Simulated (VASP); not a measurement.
# Si2P (P4/nmm) in VASP: relaxation of cell and atoms with PBE

Aim: the relaxation of cell and atoms of Si2P with PBE.

All numbers are computed with VASP 6.6.1; they aren't measurements. Logs are shortened: lines on timing, memory, paths and dates and some standing lists are left out, and cuts for length are marked.

## 1. The cell of the first run

It takes space group P4/nmm (No. 129, tetragonal). Conventional cell: a = 3.451 Å, b = 3.451 Å, c = 8.417 Å, α = 90.00°, β = 90.00°, γ = 90.00°. Si (site symmetry -4m2) has 4 Si at 2.44 Å within 3.2 Å. Si (site symmetry 4mm) has 5 P at 2.36 to 2.44 Å within 3.1 Å. P (site symmetry 4mm) has 5 Si at 2.36 to 2.44 Å within 3.1 Å.

The cell was built from a structure type or drawn by symmetry, and may not be a known phase.

## 2. Relaxation of cell and atoms, PBE

Input file INCAR:

```
PREC     = Accurate       # precision mode
ENCUT    = 600            # plane-wave cutoff, eV
EDIFF    = 1E-6           # SCF threshold, eV
ISMEAR   = 0              # smearing method
SIGMA    = 0.1            # smearing width, eV
LREAL    = F              # projectors in reciprocal space
LASPH    = T              # aspherical terms in the spheres
NELM     = 80             # most SCF steps
ALGO     = Normal         # electronic algorithm
ISIF     = 3              # what is computed and relaxed
LWAVE    = F              # write WAVECAR
LCHARG   = F              # write CHGCAR
GGA      = PE             # functional
IBRION   = 2              # ionic algorithm
NSW      = 100            # ionic steps
EDIFFG   = -0.01          # ionic threshold
```

Input file KPOINTS:

```
regular mesh
0
Gamma
  12 12 6
```

Input file POSCAR:

```
Si2P
1.0
    3.4510889024      0.0000000000      0.0000000000
    0.0000000000      3.4510889024      0.0000000000
    0.0000000000      0.0000000000      8.4171746559
Si P
4 2
Direct
    0.0000000000      0.0000000000      0.0000000000
    0.5000000000      0.5000000000      0.0000000000
    0.0000000000      0.5000000000      0.3574945829
    0.5000000000      0.0000000000      0.6425054171
    0.0000000000      0.5000000000      0.6374022740
    0.5000000000      0.0000000000      0.3625977260
```

Potentials or basis: VASP PAW PBE potentials, release 64 (Si, P).

Started as:

```console
cat potpaw_PBE.64/Si/POTCAR potpaw_PBE.64/P/POTCAR > POTCAR
mpirun -np 1 vasp_std > vasp.out
```

OUTCAR:

```text
PREC = Accurate
   ENCUT = 600
   EDIFF = 1E-6
   ISMEAR = 0
   LREAL = F
   LASPH = T
   NELM = 80
   ISIF = 3
   GGA = PE
   IBRION = 2
   NSW = 100
   EDIFFG = -0.01

 ion  position               nearest neighbor table
   1  0.000  0.000  0.000-   2 2.44   2 2.44   2 2.44   2 2.44
   2  0.500  0.500  0.000-   1 2.44   1 2.44   1 2.44   1 2.44
   3  0.000  0.500  0.357-   5 2.36   6 2.44   6 2.44   6 2.44   6 2.44
   4  0.500  0.000  0.643-   6 2.36   5 2.44   5 2.44   5 2.44   5 2.44
   5  0.000  0.500  0.637-   3 2.36   4 2.44   4 2.44   4 2.44   4 2.44
   6  0.500  0.000  0.363-   4 2.36   3 2.44   3 2.44   3 2.44   3 2.44

  LATTYP: Found a simple tetragonal cell.
 ALAT       =     3.4510889024
 C/A-ratio  =     2.4389909660

  Lattice vectors:

 A1 = (   3.4510889024,   0.0000000000,   0.0000000000)
 A2 = (   0.0000000000,   3.4510889024,   0.0000000000)
 A3 = (   0.0000000000,   0.0000000000,   8.4171746559)

Analysis of symmetry for initial positions (statically):
=====================================================================
 Subroutine PRICEL returns:
 Original cell was already a primitive cell.

 Routine SETGRP: Setting up the symmetry group for a
 simple tetragonal supercell.

 Subroutine GETGRP returns: Found 16 space group operations
 (whereof  8 operations were pure point group operations)
 out of a pool of 16 trial point group operations.

The static configuration has the point symmetry D_2d.
 The point group associated with its full space group is D_4h.

Analysis of symmetry for dynamics (positions and initial velocities):
=====================================================================
 Subroutine PRICEL returns:
 Original cell was already a primitive cell.

 Routine SETGRP: Setting up the symmetry group for a
 simple tetragonal supercell.

 Subroutine GETGRP returns: Found 16 space group operations
 (whereof  8 operations were pure point group operations)
 out of a pool of 16 trial point group operations.

The dynamic configuration has the point symmetry D_2d.
 The point group associated with its full space group is D_4h.

 Subroutine INISYM returns: Found 16 space group operations
 (whereof  8 operations are pure point group operations),
 and found     1 'primitive' translations

----------------------------------------------------------------------------------------

                                     Primitive cell

  volume of cell :     100.2487

  direct lattice vectors                    reciprocal lattice vectors
     3.451088902  0.000000000  0.000000000     0.289763616  0.000000000  0.000000000
     0.000000000  3.451088902  0.000000000     0.000000000  0.289763616  0.000000000
     0.000000000  0.000000000  8.417174656     0.000000000  0.000000000  0.118804711

  length of vectors
     3.451088902  3.451088902  8.417174656     0.289763616  0.289763616  0.118804711

  position of ions in fractional coordinates (direct lattice)
     0.000000000  0.000000000  0.000000000
     0.500000000  0.500000000  0.000000000
     0.000000000  0.500000000  0.357494583
     0.500000000  0.000000000  0.642505417
     0.000000000  0.500000000  0.637402274
     0.500000000  0.000000000  0.362597726

  ion indices of the primitive-cell ions
   primitive index   ion index
                 1           1
                 2           2
                 3           3
                 4           4
                 5           5
                 6           6

----------------------------------------------------------------------------------------

 KPOINTS: regular mesh

Automatic generation of k-mesh.
 Grid dimensions read from file:
 generate k-points for:   12   12    6

 Generating k-lattice:

  Cartesian coordinates                     Fractional coordinates (reciprocal lattice)
     0.024146968  0.000000000  0.000000000     0.083333333  0.000000000  0.000000000
     0.000000000  0.024146968  0.000000000     0.000000000  0.083333333  0.000000000
     0.000000000  0.000000000  0.019800785     0.000000000  0.000000000  0.166666667

  Length of vectors
     0.024146968  0.024146968  0.019800785

  Shift w.r.t. Gamma in fractional coordinates (k-lattice)
     0.000000000  0.000000000  0.000000000

 Subroutine IBZKPT returns following result:
 ===========================================

 Found    112 irreducible k-points:

 Following reciprocal coordinates:
            Coordinates               Weight
  0.000000  0.000000  0.000000      1.000000
  0.083333  0.000000  0.000000      4.000000
  0.166667  0.000000  0.000000      4.000000
  0.250000  0.000000  0.000000      4.000000
  0.333333  0.000000  0.000000      4.000000
  0.416667  0.000000  0.000000      4.000000
[... 16 lines left out ...]
  0.333333  0.333333  0.000000      4.000000
  0.416667  0.333333  0.000000      8.000000
 [... further k-points ...]
   k-points           NKPTS =    112   k-points in BZ     NKDIM =    112   number of bands    NBANDS=     17
   number of dos      NEDOS =    301   number of ions     NIONS =      6
   total plane-waves  NPLWV =  54880
   dimension x,y,z NGX =    28 NGY =   28 NGZ =   70
   dimension x,y,z NGXF=    56 NGYF=   56 NGZF=  140
   ions per type =               4   2
   NGX,Y,Z   is equivalent  to a cutoff of  13.49, 13.49, 13.83 a.u.
   NGXF,Y,Z  is equivalent  to a cutoff of  26.98, 26.98, 27.65 a.u.
 SYSTEM =  unknown system
   PREC   = accura    normal or accurate (medium, high low for compatibility)
   ISTART =      0    job   : 0-new  1-cont  2-samecut
   ICHARG =      2    charge: 1-file 2-atom 10-const
   ISPIN  =      1    spin polarized calculation?
   LNONCOLLINEAR =      F non collinear calculations
   LSORBIT =      F    spin-orbit coupling
   LASPH  =      T    aspherical Exc in radial PAW
   ENCUT  =  600.0 eV  44.10 Ry    6.64 a.u.   6.89  6.89 16.81*2*pi/ulx,y,z
   NELM   =     80;   NELMIN=  2; NELMDL= -5     # of ELM steps
   EDIFF  = 0.1E-05   stopping-criterion for ELM
   LREAL  =      F    real-space projection
   EDIFFG = -.1E-01   stopping-criterion for IOM
   NSW    =    100    number of steps for IOM
   IBRION =      2    ionic relax: 0-MD 1-quasi-New 2-CG
   NFREE  =      1    steps in history (QN), initial steepest desc. (CG)
   ISIF   =      3    stress and relaxation
   ISYM   =      2    0-nonsym 1-usesym 2-fastsym
   POTIM  = 0.5000    time-step for ionic-motion
   TEBEG  =    0.0;   TEEND  =   0.0 temperature during run
   PSTRESS=    0.0 pullay stress
   NELECT =      26.0000    total number of electrons
   NUPDOWN=      -1.0000    fix difference up-down
   EMIN   =  10.00;   EMAX   =-10.00  energy-range for DOS
   EFERMI =   0.00;   METHOD = LEGACY
   ISMEAR =     0;   SIGMA  =   0.10  broadening in eV -4-tet -1-fermi 0-gaus
   EFERMI_NEDOS =   21; number of points for ismear=-14 and -15
   IALGO  =     38    algorithm
   IMIX   =      4    mixing-type and parameters
     AMIX     =   0.40;   BMIX     =  1.00
     AMIX_MAG =   1.60;   BMIX_MAG =  1.00
  volume/ion in A,a.u.               =      16.71       112.75
  Fermi-wavevector in a.u.,A,eV,Ry     =   1.044014  1.972901 14.829883  1.089966
  Thomas-Fermi vector in A             =   2.178748
   LORBIT       =      0    0 simple, 1 ext, 2 COOP (PROOUT), +10 PAW based schemes
   GGA     = PE    functional components
   LHFCALC =     F    Hartree Fock is set to
   AEXX    =    0.0000 exact exchange contribution
   IVDW    =     0    specifies the selected vdW correction
   LEPSILON=     F    determine dielectric tensor
   LRPA    =     F    only Hartree local field effects (RPA)
 conjugate gradient relaxation of ions
 non-spin polarized calculation
 Gauss-broadening in eV      SIGMA  =   0.10
  energy-cutoff  :      600.00
  volume of cell :      100.25
 maximum number of plane-waves:      3396
 NGX is ok and might be reduce to    28
   NGX = 13   NGY = 13   NGZ = 33

--------------------------------------- Ionic step        1  -------------------------------------------

 number of electron      26.0000000 magnetization

 Free energy of the ion-electron system (eV)
  ---------------------------------------------------
  ext. energy  EPLUGINS =         0.00000000
  ---------------------------------------------------
  free energy    TOTEN  =       -30.40112226 eV

  energy without entropy =      -30.38964698  energy(sigma->0) =      -30.39538462

------------------------ aborting loop because EDIFF is reached ----------------------------------------

  FORCE on cell =-STRESS in cart. coord.  units (eV):
  Direction    XX          YY          ZZ          XY          YZ          ZX
  --------------------------------------------------------------------------------------
  -------------------------------------------------------------------------------------
  Total       -0.4176646     -0.4176646      0.6608966      0.0000000      0.0000000     -0.0000000
  in kB       -6.6751282     -6.6751282     10.5624694      0.0000000      0.0000000     -0.0000000
  external PRESSURE =      -0.9292623 kB  Pullay stress =       0.0000000 kB
[... 101 lines left out ...]
  FREE ENERGIE OF THE ION-ELECTRON SYSTEM (eV)
  ---------------------------------------------------
  free  energy   TOTEN  =       -30.4072985879 eV

  energy  without entropy=      -30.3963021829  energy(sigma->0) =      -30.40180039

[... ionic steps 4 to 10 ...]

--------------------------------------- Ionic step       11  -------------------------------------------

 number of electron      26.0000001 magnetization

------------------------ aborting loop because EDIFF is reached ----------------------------------------
[... 75 lines left out ...]
--------------------------------------- Ionic step       13  -------------------------------------------

 number of electron      26.0000001 magnetization

 Free energy of the ion-electron system (eV)
  ---------------------------------------------------
  ext. energy  EPLUGINS =         0.00000000
  ---------------------------------------------------
  free energy    TOTEN  =       -30.41009993 eV

  energy without entropy =      -30.40031469  energy(sigma->0) =      -30.40520731

 E-fermi :   8.2003     XC(G=0): -10.5785

 val. band max:        8.1863544106   @ k =   0.0833   0.0000   0.0000
 cond. band min:       8.2059282475   @ k =   0.4167   0.1667   0.3333
 fundamental gap:      0.0195738370
 Fermi energy:         8.2003181540

 k-point     1 :       0.0000    0.0000    0.0000
  band No.  band energies     occupation
      1      -6.6420      2.00000
      2      -4.2502      2.00000
      3      -3.6280      2.00000
      4       2.6803      2.00000
      5       3.2243      2.00000
      6       4.3801      2.00000
[... 457 lines left out ...]
      4      -0.1198      2.00000
      5       1.0900      2.00000
      6       1.2265      2.00000
[... 9 lines left out ...]
     16       9.0663      0.00000
     17      11.1753      0.00000

 [... further k-points ...]

------------------------ aborting loop because EDIFF is reached ----------------------------------------

  FORCE on cell =-STRESS in cart. coord.  units (eV):
  Direction    XX          YY          ZZ          XY          YZ          ZX
  --------------------------------------------------------------------------------------
  -------------------------------------------------------------------------------------
  Total       -0.0239565     -0.0239565      0.0195578      0.0000000      0.0000000      0.0000000
  in kB       -0.3887112     -0.3887112      0.3173400      0.0000000      0.0000000      0.0000000
  external PRESSURE =      -0.1533608 kB  Pullay stress =       0.0000000 kB
[... 21 lines left out ...]
  FREE ENERGIE OF THE ION-ELECTRON SYSTEM (eV)
  ---------------------------------------------------
  free  energy   TOTEN  =       -30.4100999252 eV

  energy  without entropy=      -30.4003146927  energy(sigma->0) =      -30.40520731

 reached required accuracy - stopping structural energy minimisation
```

It took 30 min on 1 thread of Oxide Virtual Turin-like, shared host; peak memory 0.32 GiB.

What came out:

```yaml
Free_energy: -30.4101 eV
Relaxed_volume: 16.46 Å³/atom
Relaxed_cell: a = 3.444 Å, b = 3.444 Å, c = 8.326 Å, α = 90.00°, β = 90.00°, γ = 90.00°
Space_group_after_relaxing_to_0.1_Å: P4/nmm (No. 129)
Energy_gained_by_relaxing: 1.5 meV/atom
Ionic_steps: 13
Pressure_after_relaxing: 0.0 GPa
Largest_force_after_relaxing: 0.010 eV/Å
Band_gap_on_the_k_mesh: zero (bands 13 and 14 overlap by 4.06 eV)
```

Forces in eV/Å, atoms in the order of the input:
```
Si   0.000  0.000  0.000
Si   0.000  0.000  0.000
Si   0.000  0.000  0.002
Si   0.000  0.000 -0.002
P    0.000  0.000 -0.010
P    0.000  0.000  0.010
```

Step by step:
```
step  energy change (eV)  largest force (eV/Å)  pressure (GPa)  volume (Å³)
   1              0.0000                0.2088           -0.09       100.25
   2             -0.0061                0.0312           -0.07       100.11
   3             -0.0062                0.0450           -0.07       100.12
   4             -0.0067                0.0372           -0.07       100.02
   5             -0.0078                0.0210           -0.08        99.71
   6             -0.0082                0.0311           -0.10        99.09
   7             -0.0084                0.0206           -0.09        99.33
   8             -0.0084                0.0253            0.18        98.96
   9             -0.0084                0.0232            0.07        99.13
  10             -0.0086                0.0161            0.05        99.06
  11             -0.0089                0.0236            0.02        98.87
  12             -0.0089                0.0279            0.01        98.79
  13             -0.0090                0.0096           -0.02        98.74
```

Final structure:
```yaml
crystal:
  lattice:
    - [3.44387, 0.00000, 0.00000]
    - [0.00000, 3.44387, 0.00000]
    - [0.00000, 0.00000, 8.32554]
  atoms:
    - { symbol: Si, position: [0.00000, 0.00000, 0.00000] }
    - { symbol: Si, position: [0.50000, 0.50000, 0.00000] }
    - { symbol: Si, position: [0.00000, 0.50000, 0.35262] }
    - { symbol: Si, position: [0.50000, 0.00000, 0.64738] }
    - { symbol: P, position: [0.00000, 0.50000, 0.64009] }
    - { symbol: P, position: [0.50000, 0.00000, 0.35991] }
```
